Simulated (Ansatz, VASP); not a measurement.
P in VASP and in Ansatz

```
CELL_PARAMETERS angstrom
4.32913 0.00000 0.00000
0.00000 4.32913 0.00000
0.00000 0.00000 4.43561
ATOMIC_POSITIONS crystal
P 0.00000 0.00000 0.00000
```

Change from the starting cell: volume scaled by 1.04, PAW files.

Alike in both runs: task electric field gradients; functional PBEsol; k mesh 10 × 10 × 9; occupations fermi-dirac, width 0.08 eV; no spin polarisation.

|  | VASP | Ansatz |
| --- | --- | --- |
| version | VASP 6.6.1 | Ansatz 0.2.0 |
| potentials or method | VASP PAW PBE potentials, release 64 (P) | PAW with Ansatz's default frozen-core files, scalar-relativistic |
| plane-wave cutoff (eV) | 400 | 420 |
| valence electrons in the cell | 5 | 5 |

|  | VASP | Ansatz | Ansatz less VASP |
| --- | --- | --- | --- |
| pressure (GPa) | -3.4 | -3.4 | 0.00 |
| traceless stress, the component that is largest in VASP (GPa) | 0.30 | 0.29 | -0.001 |
| size of Vzz on the site where it differs most (V/Å²) | 0.8 | 0.8 | -0.03 |

VASP's potentials were made for PBE, not for PBEsol. The functional is the same, so the differences come from potentials, cutoffs and numerics. Ansatz's warnings: xc potential rough in thin density.
